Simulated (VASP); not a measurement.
MgS: single point with r2SCAN

The system is MgS.

```xyz
2
Lattice="-0.0869 2.5146 2.5146 2.5146 -0.0869 2.5146 2.5146 2.5146 -0.0869" Properties=species:S:1:pos:R:3 pbc="T T T"
Mg    0.0000    0.0000    0.0000
S     2.4712    2.4712    2.4712
```

This cell differs from its parent crystal: strain along [111] -5.0%.

| Quantity | Value |
| --- | --- |
| Program | VASP 6.6.1 |
| Task | single point |
| Functional | r2SCAN |
| Potentials or basis | VASP PAW PBE potentials, release 64 (Mg, S) |
| Cutoff | 520 eV |
| k mesh | 8 × 8 × 8 |
| Occupations | gaussian, width 0.01 eV |
| Spin | no spin polarisation |

| Quantity | Value |
| --- | --- |
| Pressure | 4.1 GPa |
| Band gap on the k mesh | 3.16 eV (least direct gap 4.67 eV) |

Stress tensor (GPa, compression positive):
```
4.11 2.06 2.06
2.06 4.11 2.06
2.06 2.06 4.11
```

Levels at points of the mesh, in eV from the valence-band top:
| k point | band 2 | band 3 | band 4 | band 5 | band 6 | band 7 |
| --- | --- | --- | --- | --- | --- | --- |
| (0.00, 0.00, 0.00) | -0.48 | -0.48 | 0.00 | 4.67 | 7.87 | 7.87 |
| (0.50, 0.00, 0.00) | -5.54 | -1.05 | -0.77 | 5.07 | 7.15 | 7.68 |
| (0.50, 0.50, 0.00) | -4.88 | -2.40 | -1.93 | 3.16 | 4.51 | 13.15 |
| (0.50, 0.50, 0.50) | -5.32 | -1.26 | -1.26 | 4.58 | 6.82 | 6.82 |

It took 41 s on 1 thread of Intel(R) Xeon(R) 6975P-C (Granite Rapids), on a shared host, peak memory 0.17 GiB.

Caveat: the cell differs from its parent crystal (strain along [111] -5.0%); the cell stands under pressure; the PAW data sets were made with another functional, which shifts forces and pressure a little. A k mesh can miss the band edges.
